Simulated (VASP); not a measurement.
# Ca (Fm-3m) in VASP: notebook

Runs on Ca. Level: PBE. Tasks: single point, relaxation of cell and atoms.

All numbers are computed with VASP 6.6.1; they aren't measurements. Logs are shortened: lines on timing, memory, paths and dates and some standing lists are left out, and cuts for length are marked.

## (1) The cell of the first run

Symmetry: Fm-3m, No. 225, cubic system. Conventional cell: a = 5.525 Å, b = 5.525 Å, c = 5.525 Å, α = 90.00°, β = 90.00°, γ = 90.00°. Ca (site symmetry m-3m) has 12 Ca at 3.91 Å within 5.1 Å.

## (2) Single point, PBE

File INCAR:

```
  PREC = Accurate
  ENCUT = 520
  EDIFF = 1E-6
  ISMEAR = -1
  SIGMA = 0.08
  LREAL = F
  LASPH = T
  NELM = 60
  ALGO = Normal
  ISIF = 2
  LWAVE = F
  LCHARG = F
  GGA = PE
  NBANDS = 11
```

File KPOINTS:

```
regular mesh
0
Gamma
  14 14 14
```

File POSCAR:

```
Ca
1.0
    0.0000000000      2.7627070339      2.7627070339
    2.7627070339      0.0000000000      2.7627070339
    2.7627070339      2.7627070339      0.0000000000
Ca
1
Direct
    0.0000000000      0.0000000000      0.0000000000
```

Potentials or basis: VASP PAW PBE potentials, release 64 (Ca_sv).

Run with:

```sh
cat potpaw_PBE.64/Ca_sv/POTCAR > POTCAR
mpirun -np 1 vasp_std > vasp.out
```

OUTCAR:

```text
PREC = Accurate
   ENCUT = 520
   EDIFF = 1E-6
   ISMEAR = -1
   LREAL = F
   LASPH = T
   NELM = 60
   ISIF = 2
   GGA = PE

 ion  position               nearest neighbor table
   1  0.000  0.000  0.000-

  LATTYP: Found a face centered cubic cell.
 ALAT       =     5.5254140678

  Lattice vectors:

 A1 = (   0.0000000000,   2.7627070339,   2.7627070339)
 A2 = (   2.7627070339,   0.0000000000,   2.7627070339)
 A3 = (   2.7627070339,   2.7627070339,   0.0000000000)

Analysis of symmetry for initial positions (statically):
=====================================================================
 Subroutine PRICEL returns:
 Original cell was already a primitive cell.

 Routine SETGRP: Setting up the symmetry group for a
 face centered cubic supercell.

 Subroutine GETGRP returns: Found 48 space group operations
 (whereof 48 operations were pure point group operations)
 out of a pool of 48 trial point group operations.

The static configuration has the point symmetry O_h .

Analysis of symmetry for dynamics (positions and initial velocities):
=====================================================================
 Subroutine PRICEL returns:
 Original cell was already a primitive cell.

 Routine SETGRP: Setting up the symmetry group for a
 face centered cubic supercell.

 Subroutine GETGRP returns: Found 48 space group operations
 (whereof 48 operations were pure point group operations)
 out of a pool of 48 trial point group operations.

The dynamic configuration has the point symmetry O_h .

 Subroutine INISYM returns: Found 48 space group operations
 (whereof 48 operations are pure point group operations),
 and found     1 'primitive' translations

----------------------------------------------------------------------------------------

                                     Primitive cell

  volume of cell :      42.1730

  direct lattice vectors                    reciprocal lattice vectors
     0.000000000  2.762707034  2.762707034    -0.180981912  0.180981912  0.180981912
     2.762707034  0.000000000  2.762707034     0.180981912 -0.180981912  0.180981912
     2.762707034  2.762707034  0.000000000     0.180981912  0.180981912 -0.180981912

  length of vectors
     3.907057756  3.907057756  3.907057756     0.313469866  0.313469866  0.313469866

  position of ions in fractional coordinates (direct lattice)
     0.000000000  0.000000000  0.000000000

  ion indices of the primitive-cell ions
   primitive index   ion index
                 1           1

----------------------------------------------------------------------------------------

 KPOINTS: regular mesh

Automatic generation of k-mesh.
 Grid dimensions read from file:
 generate k-points for:   14   14   14

 Generating k-lattice:

  Cartesian coordinates                     Fractional coordinates (reciprocal lattice)
    -0.012927279  0.012927279  0.012927279     0.071428571  0.000000000  0.000000000
     0.012927279 -0.012927279  0.012927279     0.000000000  0.071428571  0.000000000
     0.012927279  0.012927279 -0.012927279     0.000000000  0.000000000  0.071428571

  Length of vectors
     0.022390705  0.022390705  0.022390705

  Shift w.r.t. Gamma in fractional coordinates (k-lattice)
     0.000000000  0.000000000  0.000000000

 Subroutine IBZKPT returns following result:
 ===========================================

 Found    104 irreducible k-points:

 Following reciprocal coordinates:
            Coordinates               Weight
  0.000000  0.000000  0.000000      1.000000
  0.071429  0.000000  0.000000      8.000000
  0.142857  0.000000  0.000000      8.000000
  0.214286  0.000000  0.000000      8.000000
  0.285714  0.000000  0.000000      8.000000
  0.357143  0.000000  0.000000      8.000000
[... 16 lines left out ...]
  0.214286  0.142857  0.000000     24.000000
  0.285714  0.142857  0.000000     24.000000
 [... further k-points ...]
   k-points           NKPTS =    104   k-points in BZ     NKDIM =    104   number of bands    NBANDS=     11
   number of dos      NEDOS =    301   number of ions     NIONS =      1
   total plane-waves  NPLWV =  27000
   dimension x,y,z NGX =    30 NGY =   30 NGZ =   30
   dimension x,y,z NGXF=    60 NGYF=   60 NGZF=   60
   ions per type =               1
   NGX,Y,Z   is equivalent  to a cutoff of  12.77, 12.77, 12.77 a.u.
   NGXF,Y,Z  is equivalent  to a cutoff of  25.53, 25.53, 25.53 a.u.
 SYSTEM =  unknown system
   PREC   = accura    normal or accurate (medium, high low for compatibility)
   ISTART =      0    job   : 0-new  1-cont  2-samecut
   ICHARG =      2    charge: 1-file 2-atom 10-const
   ISPIN  =      1    spin polarized calculation?
   LNONCOLLINEAR =      F non collinear calculations
   LSORBIT =      F    spin-orbit coupling
   LASPH  =      T    aspherical Exc in radial PAW
   ENCUT  =  520.0 eV  38.22 Ry    6.18 a.u.   7.26  7.26  7.26*2*pi/ulx,y,z
   NELM   =     60;   NELMIN=  2; NELMDL= -5     # of ELM steps
   EDIFF  = 0.1E-05   stopping-criterion for ELM
   LREAL  =      F    real-space projection
   EDIFFG = 0.1E-04   stopping-criterion for IOM
   NSW    =      0    number of steps for IOM
   IBRION =     -1    ionic relax: 0-MD 1-quasi-New 2-CG
   NFREE  =      0    steps in history (QN), initial steepest desc. (CG)
   ISIF   =      2    stress and relaxation
   ISYM   =      2    0-nonsym 1-usesym 2-fastsym
   POTIM  = 0.5000    time-step for ionic-motion
   TEBEG  =    0.0;   TEEND  =   0.0 temperature during run
   PSTRESS=    0.0 pullay stress
   NELECT =      10.0000    total number of electrons
   NUPDOWN=      -1.0000    fix difference up-down
   EMIN   =  10.00;   EMAX   =-10.00  energy-range for DOS
   EFERMI =   0.00;   METHOD = LEGACY
   ISMEAR =    -1;   SIGMA  =   0.08  broadening in eV -4-tet -1-fermi 0-gaus
   EFERMI_NEDOS =   21; number of points for ismear=-14 and -15
   IALGO  =     38    algorithm
   IMIX   =      4    mixing-type and parameters
     AMIX     =   0.40;   BMIX     =  1.00
     AMIX_MAG =   1.60;   BMIX_MAG =  1.00
  volume/ion in A,a.u.               =      42.17       284.60
  Fermi-wavevector in a.u.,A,eV,Ry     =   1.013281  1.914824 13.969630  1.026739
  Thomas-Fermi vector in A             =   2.146441
   LORBIT       =      0    0 simple, 1 ext, 2 COOP (PROOUT), +10 PAW based schemes
   GGA     = PE    functional components
   LHFCALC =     F    Hartree Fock is set to
   AEXX    =    0.0000 exact exchange contribution
   IVDW    =     0    specifies the selected vdW correction
   LEPSILON=     F    determine dielectric tensor
   LRPA    =     F    only Hartree local field effects (RPA)
 non-spin polarized calculation
  energy-cutoff  :      520.00
  volume of cell :       42.17
 maximum number of plane-waves:      1158
 NGX is ok and might be reduce to    30
   NGX = 15   NGY = 15   NGZ = 15

 number of electron      10.0000001 magnetization

 Free energy of the ion-electron system (eV)
  ---------------------------------------------------
  ext. energy  EPLUGINS =         0.00000000
  ---------------------------------------------------
  free energy    TOTEN  =        -1.94360430 eV

  energy without entropy =       -1.91741641  energy(sigma->0) =       -1.93051035

 E-fermi :   1.9613     XC(G=0):  -7.7374

 val. band max:        1.9421359138   @ k =  -0.4286   0.2143   0.0714
 cond. band min:       1.9859241257   @ k =  -0.3571   0.3571   0.0000
 fundamental gap:      0.0437882120
 Fermi energy:         1.9612944986

 k-point     1 :       0.0000    0.0000    0.0000
  band No.  band energies     occupation
      1     -40.0495      2.00000
      2     -20.9667      2.00000
      3     -20.9667      2.00000
      4     -20.9667      2.00000
      5      -2.0643      2.00000
      6       4.3025      0.00000
      7       4.3025      0.00000
      8       4.3025      0.00000
      9       5.3738      0.00000
     10       5.3738      0.00000
     11      11.0833      0.00000

 k-point     2 :       0.0714    0.0000    0.0000
  band No.  band energies     occupation
      1     -40.0489      2.00000
      2     -20.9737      2.00000
      3     -20.9676      2.00000
      4     -20.9676      2.00000
      5      -1.9768      2.00000
      6       4.2075      0.00000
      7       4.3363      0.00000
      8       4.3363      0.00000
      9       5.3442      0.00000
     10       5.3442      0.00000
     11      11.1907      0.00000

 k-point     3 :       0.1429    0.0000    0.0000
  band No.  band energies     occupation
      1     -40.0470      2.00000
      2     -20.9931      2.00000
      3     -20.9703      2.00000
      4     -20.9703      2.00000
      5      -1.7187      2.00000
      6       3.9504      0.00000
      7       4.4130      0.00000
      8       4.4130      0.00000
      9       5.2907      0.00000
     10       5.2907      0.00000
     11      11.0230      0.00000

 k-point     4 :       0.2143    0.0000    0.0000
  band No.  band energies     occupation
      1     -40.0442      2.00000
      2     -21.0211      2.00000
      3     -20.9742      2.00000
      4     -20.9742      2.00000
      5      -1.3035      2.00000
      6       3.5882      0.00000
      7       4.4539      0.00000
      8       4.4539      0.00000
      9       5.3145      0.00000
     10       5.3145      0.00000
     11       9.9085      0.00000
[... 239 lines left out ...]
 k-point    22 :       0.1429    0.1429    0.0000
  band No.  band energies     occupation
      1     -40.0461      2.00000
      2     -20.9924      2.00000
      3     -20.9763      2.00000
      4     -20.9763      2.00000
      5      -1.6050      2.00000
      6       3.8695      0.00000
      7       4.4887      0.00000
      8       4.4887      0.00000
      9       4.9270      0.00000
     10       5.4922      0.00000
     11      11.6165      0.00000

 k-point    23 :       0.2143    0.1429    0.0000
  band No.  band energies     occupation
      1     -40.0441      2.00000
      2     -21.0105      2.00000
      3     -20.9810      2.00000
      4     -20.9799      2.00000
      5      -1.3006      2.00000
      6       3.6388      0.00000
      7       4.4967      0.00000
      8       4.5807      0.00000
      9       4.8308      0.00000
     10       5.5530      0.00000
     11      10.8800      0.00000

 k-point    24 :       0.2857    0.1429    0.0000
  band No.  band energies     occupation
      1     -40.0414      2.00000
      2     -21.0356      2.00000
      3     -20.9858      2.00000
      4     -20.9843      2.00000
      5      -0.8493      2.00000
      6       3.3398      0.00000
      7       4.2707      0.00000
      8       4.6153      0.00000
      9       5.0489      0.00000
     10       5.6741      0.00000
     11       9.6801      0.00000

 [... further k-points ...]
[... 5 lines left out ...]
  --------------------------------------------------------------------------------------
  -------------------------------------------------------------------------------------
  Total        0.0026662      0.0026662      0.0026662      0.0000000      0.0000000      0.0000000
  in kB        0.1012921      0.1012921      0.1012921      0.0000000      0.0000000      0.0000000
  external PRESSURE =       0.1012921 kB  Pullay stress =       0.0000000 kB

 VOLUME and BASIS-vectors are now :
 -----------------------------------------------------------------------------
  energy-cutoff  :      520.00
  volume of cell :       42.17
      direct lattice vectors                 reciprocal lattice vectors
     0.000000000  2.762707034  2.762707034    -0.180981912  0.180981912  0.180981912
     2.762707034  0.000000000  2.762707034     0.180981912 -0.180981912  0.180981912
     2.762707034  2.762707034  0.000000000     0.180981912  0.180981912 -0.180981912

 POSITION                                       TOTAL-FORCE (eV/Angst)
 -----------------------------------------------------------------------------------
      0.00000      0.00000      0.00000         0.000000     -0.000000      0.000000
 -----------------------------------------------------------------------------------
    total drift:                               -0.000000     -0.000000      0.000000

  FREE ENERGIE OF THE ION-ELECTRON SYSTEM (eV)
  ---------------------------------------------------
  free  energy   TOTEN  =        -1.9436042964 eV

  energy  without entropy=       -1.9174164129  energy(sigma->0) =       -1.93051035
```

It took 33 s on 1 thread of Intel Xeon Platinum 8259CL at 2.50GHz (Skylake/Cascade Lake), shared host; peak memory 0.19 GiB.

What came out:

| Quantity | Value |
| --- | --- |
| Free energy | -1.9436 eV |
| Pressure | 0.0 GPa |
| Band gap on the k mesh | zero (band 5 reaches 2.11 eV, above the bottom of band 6 at 1.80 eV) |

Levels at points of the mesh, in eV from the Fermi level:
```tsv
k point	band 1	band 2	band 3	band 4	band 5	band 6	band 7	band 8	band 9	band 10
(0.00, 0.00, 0.00)	-42.01	-22.93	-22.93	-22.93	-4.03	2.34	2.34	2.34	3.41	3.41
(0.50, 0.00, 0.00)	-42.00	-23.07	-22.95	-22.95	-0.98	-0.16	2.23	2.23	4.10	4.10
(0.50, 0.50, 0.00)	-41.99	-23.06	-22.98	-22.98	-0.45	0.58	0.97	4.09	4.28	4.28
```

(Part 1 of 2 ends here.)
